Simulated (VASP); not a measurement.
Input of a VASP 6.6.1 run:

The input INCAR:

```
ALGO = Normal
EDIFF = 1E-6
EDIFFG = -0.04
ENCUT = 600
GGA = PE
IBRION = 2
ISIF = 3
ISMEAR = 0
LASPH = T
LCHARG = F
LREAL = F
LWAVE = F
NELM = 80
NSW = 90
PREC = Accurate
SIGMA = 0.1
```

Contents of KPOINTS:

```
k-points
0
Gamma
  6 6 6
```

Contents of POSCAR:

```
SiC
1.0
    2.9050507638      0.0000000000      0.0000000000
   -1.4525253819      2.5158477607      0.0000000000
    0.0000000000      0.0000000000      2.4959908799
Si C
1 1
Direct
    0.3333333333      0.6666666667      0.5000000000
    0.6666666667      0.3333333333      0.0000000000
```

Potentials or basis: VASP PAW PBE potentials, release 64 (Si, C).

Command:

```sh
$ cat potpaw_PBE.64/Si/POTCAR potpaw_PBE.64/C/POTCAR > POTCAR
$ mpirun -np 1 vasp_std > vasp.out
```

Task: Predict the space group after relaxing (to 0.05 Å).

Result: P-6m2 (No. 187).

Task: What does it give for the relaxed volume?

Result: 9.09 Å³/atom.

Step by step:
```
step  energy change (eV)  largest force (eV/Å)  pressure (GPa)  volume (Å³)
   1              0.0000                0.0000            1.44        18.24
   2             -0.0296                0.0000           -1.98        18.43
   3             -0.0445                0.0000           -2.13        18.36
   4             -0.0454                0.0000           -1.89        18.35
   5             -0.0454                0.0000           -1.93        18.35
   6             -0.0462                0.0000            0.85        18.09
   7             -0.0465                0.0000           -0.13        18.18
   8             -0.0465                0.0000            0.18        18.16
   9             -0.0465                0.0000            0.01        18.17
```

Caveat: the k points lie up to 0.42 Å⁻¹ apart in the final cell.
